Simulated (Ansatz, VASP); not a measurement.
Two plane-wave programs on Ge2Sb2Te5

```
Ge Sb Te
1.0
     4.75925    0.00000    0.00000
    -2.37963    4.12163    0.00000
     0.00000    0.00000   16.84299
Ge Sb Te
2 2 5
Cartesian
  0.0000 0.0000 5.5804
  0.0000 0.0000 11.2626
  0.0000 2.7478 1.8881
  2.3796 1.3739 14.9549
  0.0000 0.0000 0.0000
  0.0000 2.7478 13.3301
  2.3796 1.3739 3.5129
  0.0000 2.7478 6.8989
  2.3796 1.3739 9.9441
```

Alike in both runs: task single point; functional PBE; k mesh 12 × 12 × 2; occupations gaussian, width 0.03 eV; no spin polarisation.

```csv
,VASP,Ansatz
version,VASP 6.6.1,Ansatz 0.2.0
potentials or method,"VASP PAW PBE potentials, release 64 (Ge_d, Sb, Te), cutoff 520 eV","scalar-relativistic, plane waves, PAW"
valence electrons in the cell,68,138
```

```csv
,VASP,Ansatz,Ansatz less VASP
gap on the k mesh at the Fermi level (eV),0.06,0.06,-0.002
least direct gap on the mesh (eV),0.09,0.09,-0.003
pressure (GPa),-5.1,-5.1,+0.03
"traceless stress, the component that is largest in VASP (GPa)",3.06,3.07,+0.008
rms of the force components (eV/Å),0.161,0.163,+0.0018
```

Atom by atom the forces differ by 0.002 eV/Å (rms over components). The functional is the same, so the differences come from potentials, cutoffs and numerics. VASP's potentials hold 68 valence electrons a cell and Ansatz's 138, so a difference there can come from the potentials and not from the codes.

Spin-orbit coupling is off throughout.
